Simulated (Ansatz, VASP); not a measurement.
SiC in VASP and in Ansatz

Contents of INCAR:

```
PREC     = Accurate       # precision mode
ENCUT    = 520            # plane-wave cutoff, eV
EDIFF    = 1E-7           # SCF threshold, eV
ISMEAR   = -1             # smearing method
SIGMA    = 0.02           # smearing width, eV
LREAL    = False          # projectors in reciprocal space
LASPH    = True           # aspherical terms in the spheres
NELM     = 120            # most SCF steps
ALGO     = Normal         # electronic algorithm
ISIF     = 2              # what is computed and relaxed
LWAVE    = False          # write WAVECAR
LCHARG   = False          # write CHGCAR
GGA      = PE             # functional
IBRION   = 2              # ionic algorithm
NSW      = 80             # ionic steps
EDIFFG   = -0.02          # ionic threshold
GGA_COMPAT= False        
NELMIN   = 4
```

File KPOINTS:

```
Automatic mesh
0
Gamma
  17 17 17
```

The input POSCAR:

```
SiC
1.0
    0.0000000000      2.1790000000      2.2225800000
    2.1790000000      0.0000000000      2.2225800000
    2.1790000000      2.1790000000      0.0000000000
Si C
1 1
Direct
    0.0000000000      0.0000000000      0.0000000000
    0.2500000000      0.2500000000      0.2500000000
```

Input for Ansatz:

```yaml
crystal:
  lattice:
    - [0.0, 2.179, 2.22258]
    - [2.179, 0.0, 2.22258]
    - [2.179, 2.179, 0.0]
  atoms:
    - { symbol: Si, position: [0.0, 0.0, 0.0] }
    - { symbol: C, position: [0.25, 0.25, 0.25] }
kpoints:
  mp_grid: { grid: [17, 17, 17] }
scf:
  occupations: { method: fermi_dirac, width: 0.02 }
hamiltonian:
  xc: pbe
  pseudopotentials: { kind: paw }
output:
  forces: true
  stress: true
  populations: true
  efg: { contact_densities: true }
relax:
  f_tol: 0.02
  max_steps: 60
```

Change from the starting cell: z stretched by +2 %, ions relaxed.

Alike in both runs: task relaxation of the atoms; functional PBE; k mesh 17 × 17 × 17; occupations fermi-dirac, width 0.02 eV; no spin polarisation.

|  | VASP | Ansatz |
| --- | --- | --- |
| version | VASP 6.6.1 | Ansatz 0.2.0 |
| potentials or method | VASP PAW PBE potentials, release 64 (Si, C) | plane-wave PAW, scalar-relativistic |
| plane-wave cutoff (eV) | 520 | 420 |
| valence electrons in the cell | 8 | 8 |

```tsv
	VASP	Ansatz	Ansatz less VASP
gap on the k mesh at the Fermi level, each at its own relaxed structure (eV)	1.31	1.31	+0.002
```

Ansatz's warnings: stress scf threshold loose.

Noted on VASP's run: the relaxation stopped at its first step, so nothing moved.
